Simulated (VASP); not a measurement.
# Rb: single point with BLYP

Rb:

```xyz
4
Lattice="5.1830 0.0000 0.0000 -2.5915 4.4886 0.0000 0.0000 0.0000 17.1020" Properties=species:S:1:pos:R:3 pbc="T T T"
Rb    2.5915    4.4886    0.0000
Rb    5.1830    0.0000    8.5510
Rb    0.0000    2.9924    4.2755
Rb    2.5915    1.4962   12.8265
```

This isn't the form of Rb at room conditions, which is bcc.

```
Program             : VASP 6.6.1
Task                : single point
Functional          : BLYP
Potentials or basis : VASP PAW PBE potentials, release 64 (Rb_sv)
Cutoff              : 520 eV
k mesh              : 8 × 8 × 3
Occupations         : fermi-dirac, width 0.1 eV
Spin                : no spin polarisation
```

| Property | Result |
| --- | --- |
| Pressure | -0.1 GPa |
| Band gap on the k mesh | zero (bands 18 and 19 overlap by 1.81 eV) |

Levels at points of the mesh, in eV from the Fermi level:
```
           k point  band 15  band 16  band 17  band 18  band 19  band 20  band 21  band 22
(0.00, 0.00, 0.00)   -13.14   -13.14    -1.85    -1.23    -1.23     0.05     0.73     2.19
(0.50, 0.00, 0.00)   -13.15   -13.15     0.04     0.25     0.40     0.55     0.91     0.93
```

Wall time 6.9 min on 1 thread of Oxide Virtual Turin-like Processor, with other jobs on the host, peak memory 0.48 GiB.

Caveat: the PAW data sets were made with another functional, which shifts forces and pressure a little.
